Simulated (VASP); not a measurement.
Write the native input for VASP 6.6.1 that does the following.

| Property | Result |
| --- | --- |
| Task | single point |
| Functional | PBE |
| Potentials or basis | VASP PAW PBE potentials, release 64 (C) |
| Cutoff | 520 eV |
| k mesh | 6 × 6 × 20 |
| Occupations | fermi-dirac, width 0.05 eV |
| Spin | no spin polarisation |
| Dipole correction | no |
| Further INCAR settings | ALGO = Normal; EDIFF = 1e-06; NBANDS = 8 |

The structure of C lies in POSCAR:

```
C
1.0
    4.2833507550      0.0000000000      0.0000000000
    0.0000000000      4.2833507550      0.0000000000
    0.0000000000      0.0000000000      1.2907822342
C
1
Direct
    0.5000000000      0.5000000000      0.5000000000
```

These files were run (other wordings do the same):

INCAR

```
PREC = Accurate
ENCUT = 520
EDIFF = 1E-6
ISMEAR = -1
SIGMA = 0.05
LREAL = F
LASPH = T
NELM = 60
ALGO = Normal
ISIF = 2
LWAVE = F
LCHARG = F
GGA = PE
NBANDS = 8
```

KPOINTS

```
regular mesh
0
Gamma
  6 6 20
```

Potentials or basis: VASP PAW PBE potentials, release 64 (C).

Launch:

```sh
$ cat potpaw_PBE.64/C/POTCAR > POTCAR
$ mpirun -np 1 vasp_std > vasp.out
```

It gave:

- Pressure: -1.7 GPa
- Band gap on the k mesh: zero (band 2 reaches 6.90 eV, above the bottom of band 3 at -7.22 eV)

Wall time 5.7 s on 1 thread of AMD EPYC 9R45 96-Core Processor (Zen 5), on a shared host, peak memory 0.1 GiB.
